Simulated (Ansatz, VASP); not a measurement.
Re in VASP and in Ansatz

File INCAR:

```
SYSTEM = Re
PREC = Accurate
ENCUT = 520
EDIFF = 1E-6
ISMEAR = 1
SIGMA = 0.1
LREAL = .False.
LASPH = .True.
NELM = 80
ALGO = Normal
ISIF = 2
LWAVE = .False.
LCHARG = .False.
GGA = PE
NBANDS = 22
```

Contents of KPOINTS:

```
Automatic mesh
0
Gamma
  10 10 3
  0 0 0
```

File POSCAR:

```
Re
1.0
    2.7663870000      0.0000000000      0.0000000000
   -1.3831940000      2.3957620000      0.0000000000
    0.0000000000      0.0000000000      8.9388450000
Re
4
Direct
    0.0000000000      0.0000000000      0.0000000000
    0.3333330000      0.6666670000      0.2500000000
    0.0000000000      0.0000000000      0.5000000000
    0.6666670000      0.3333330000      0.7500000000
```

Input for Ansatz:

```yaml
crystal:
  lattice:
    - [2.766387, 0.0, 0.0]
    - [-1.383194, 2.395762, 0.0]
    - [0.0, 0.0, 8.938845]
  atoms:
    - { symbol: Re, position: [0.0, 0.0, 0.0] }
    - { symbol: Re, position: [0.333333, 0.666667, 0.25] }
    - { symbol: Re, position: [0.0, 0.0, 0.5] }
    - { symbol: Re, position: [0.666667, 0.333333, 0.75] }
kpoints:
  mp_grid:
    grid: [10, 10, 3]
hamiltonian:
  xc: pbe
scf:
  occupations:
    method: cold
    width: 0.1
output:
  forces: true
  stress: true
  eigenvalues: true
```

Alike in both runs: task single point; functional PBE; k mesh 10 × 10 × 3; no spin polarisation.

|  | VASP | Ansatz |
| --- | --- | --- |
| version | VASP 6.6.1 | Ansatz 0.2.0 |
| potentials or method | VASP PAW PBE potentials, release 64 (Re) | plane waves, PAW |
| plane-wave cutoff (eV) | 520 | 420 |
| occupations | methfessel-paxton of order 1, width 0.1 eV | cold, width 0.1 eV |
| valence electrons in the cell | 28 | 60 |

|  | VASP | Ansatz | Ansatz less VASP |
| --- | --- | --- | --- |
| gap on the k mesh at the Fermi level (eV) | none | none | - |
| pressure (GPa) | 2.6 | 3.0 | +0.41 |
| traceless stress, the component that is largest in VASP (GPa) | -0.40 | -0.30 | +0.102 |

A gap of «none» marks a metal or a gap that the smearing closes. VASP's potentials hold 28 valence electrons a cell and Ansatz's 60, so a difference there can come from the potentials and not from the codes. Ansatz's warnings: structure snapped to symmetry.

Neither program's run includes spin-orbit coupling.
